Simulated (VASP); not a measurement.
Set up this calculation in VASP 6.6.1, as the native input.

```
Task                   : single point
Functional             : r2SCAN
Dispersion             : D3(BJ)
Potentials or basis    : VASP PAW PBE potentials, release 64 (Mg)
Cutoff                 : 520 eV
k mesh                 : 11 × 11 × 11
Occupations            : fermi-dirac, width 0.05 eV
Spin                   : no spin polarisation
Dipole correction      : no
Further INCAR settings : ALGO = Normal; EDIFF = 1e-07; NBANDS = 7
```

Crystal: Mg.

```
Mg
1.0
    -1.83599    1.83599    1.67940
     1.83599   -1.83599    1.67940
     1.83599    1.83599   -1.67940
Mg
1
Direct
  0.00000 0.00000 0.00000
```

The input as run:

POSCAR

```
Mg
1.0
   -1.8359916300      1.8359916300      1.6794040200
    1.8359916300     -1.8359916300      1.6794040200
    1.8359916300      1.8359916300     -1.6794040200
Mg
1
Direct
    0.0000000000      0.0000000000      0.0000000000
```

INCAR.step1

```
PREC = Accurate
ENCUT = 520
ISMEAR = -1
SIGMA = 0.05
LREAL = False
LASPH = True
NELM = 100
NBANDS = 7
GGA = PE
ALGO = Normal
EDIFF = 1E-4
LWAVE = True
LCHARG = False
```

INCAR.step2

```
PREC = Accurate
ENCUT = 520
EDIFF = 1E-7
ISMEAR = -1
SIGMA = 0.05
LREAL = False
LASPH = True
NELM = 100
ALGO = Normal
ISIF = 2
LWAVE = False
LCHARG = False
METAGGA = R2SCAN
LMIXTAU = True
IVDW = 12
VDW_S6 = 1.0
VDW_S8 = 0.78981345
VDW_A1 = 0.49484001
VDW_A2 = 5.73083694
NBANDS = 7
ISTART = 1
```

KPOINTS

```
Automatic mesh
0
Gamma
  11 11 11
```

Potentials or basis: VASP PAW PBE potentials, release 64 (Mg).

Command:

```console
$ cat potpaw_PBE.64/Mg/POTCAR > POTCAR
$ cp INCAR.step1 INCAR
$ mpirun -np 1 vasp_std > vasp.out
$ cp INCAR.step2 INCAR
$ mpirun -np 1 vasp_std > vasp.out
```

Results of the run:

| Quantity | Value |
| --- | --- |
| Pressure | -1.3 GPa |
| Band gap on the k mesh | zero (band 1 reaches 6.04 eV, above the bottom of band 2 at 1.61 eV) |
| Dispersion energy per atom | -0.136 eV |

Caveat: the PAW data sets were made with another functional, which shifts forces and pressure a little; pairwise dispersion overbinds metals, which lowers pressure and volume.

Wall time 17 s on 1 thread of Intel(R) Xeon(R) 6975P-C (Granite Rapids), with other jobs on the host, peak memory 0.15 GiB.
